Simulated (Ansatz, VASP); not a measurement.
## Two plane-wave programs on CoW3

The input INCAR:

```
  PREC = Accurate
  ENCUT = 520
  EDIFF = 1E-6
  ISMEAR = 0
  SIGMA = 0.15
  LREAL = F
  LASPH = T
  NELM = 60
  ALGO = Fast
  ISIF = 2
  LWAVE = F
  LCHARG = F
  GGA = PS
  NBANDS = 34
```

File KPOINTS:

```
Automatic mesh
0
Gamma
  12 12 12
```

POSCAR

```
CoW3
1.0
    3.7617888524      0.0000000000      0.0000000000
    0.0000000000      3.7617888524      0.0000000000
    0.0000000000      0.0000000000      3.7617888524
Co W
1 3
Direct
    0.0000000000      0.0000000000      0.0000000000
    0.0000000000      0.5000000000      0.5000000000
    0.5000000000      0.0000000000      0.5000000000
    0.5000000000      0.5000000000      0.0000000000
```

Input for Ansatz:

```yaml
crystal:
  lattice:
    - [3.7617888524, 0.0, 0.0]
    - [0.0, 3.7617888524, 0.0]
    - [0.0, 0.0, 3.7617888524]
  atoms:
    - { symbol: Co, position: [0.0, 0.0, 0.0] }
    - { symbol: W, position: [0.0, 0.5, 0.5] }
    - { symbol: W, position: [0.5, 0.0, 0.5] }
    - { symbol: W, position: [0.5, 0.5, 0.0] }
basis:
  ecutwfc: 420
kpoints:
  mp_grid: { grid: [12, 12, 12] }
hamiltonian:
  xc: pbesol
scf:
  occupations: { method: gaussian, width: 0.15 }
output:
  forces: true
  stress: true
  eigenvalues: true
```

Change from the starting cell: strain -0.025 along x and y, -0.025 along z, atoms carried along.

Alike in both runs: task single point; functional PBEsol; k mesh 12 × 12 × 12; occupations gaussian, width 0.15 eV; no spin polarisation.

```csv
,VASP,Ansatz
version,VASP 6.6.1,Ansatz 0.2.0
potentials or method,"VASP PAW PBE potentials, release 64 (Co, W_sv), cutoff 520 eV","scalar-relativistic, plane waves, PAW"
valence electrons in the cell,51,59
```

VASP gave:

```
gap on the k mesh at the Fermi level (eV) : none
pressure (GPa)                            : 27.5
```

Problem. What did Ansatz give for the same quantities?

Solution. gap on the k mesh at the Fermi level (eV): none; pressure (GPa): 26.6.

VASP's potentials were made for PBE, not for PBEsol. A gap of «none» marks a metal or a gap that the smearing closes. With one functional, cell and mesh, what is left measures potentials, basis and numerics. VASP's potentials hold 51 valence electrons a cell and Ansatz's 59, so a difference there can come from the potentials and not from the codes.

Neither program's run includes spin-orbit coupling.
